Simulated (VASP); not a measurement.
# Sb: single point with revPBE+D3(BJ)

Sb:

```
Sb
1.0
     0.00000    2.32974    2.32974
     2.32974    0.00000    2.32974
     2.32974    2.32974    0.00000
Sb
1
Direct
  0.00000 0.00000 0.00000
```

```json
{
  "Program": "VASP 6.6.1",
  "Task": "single point",
  "Functional": "revPBE",
  "Dispersion": "D3(BJ)",
  "Potentials or basis": "VASP PAW PBE potentials, release 64 (Sb)",
  "Cutoff": "520 eV",
  "k mesh": "10 × 10 × 10",
  "Occupations": "fermi-dirac, width 0.05 eV",
  "Spin": "no spin polarisation"
}
```

```json
{
  "Pressure": "-0.2 GPa",
  "Dispersion energy per atom": "-1.048 eV"
}
```

Levels at points of the mesh, in eV from the Fermi level:
| k point | band 1 | band 2 | band 3 | band 4 | band 5 | band 6 | band 7 |
| --- | --- | --- | --- | --- | --- | --- | --- |
| (0.00, 0.00, 0.00) | -13.40 | 5.84 | 5.84 | 5.84 | 10.16 | 10.16 | 10.16 |
| (0.50, 0.00, 0.00) | -9.28 | -6.21 | 3.98 | 3.98 | 8.60 | 9.25 | 9.25 |
| (0.50, 0.50, 0.00) | -7.46 | -5.25 | 0.42 | 0.42 | 4.22 | 4.57 | 17.92 |

Run time: 8.1 s on 1 thread of AMD EPYC 7R43 64-Core Processor (Zen 3) (shared host), peak memory 0.12 GiB.

Caveat: the PAW data sets were made with another functional, which shifts forces and pressure a little; spin-orbit coupling is left out, which moves the levels of the heavy elements; pairwise dispersion overbinds metals, which lowers pressure and volume.
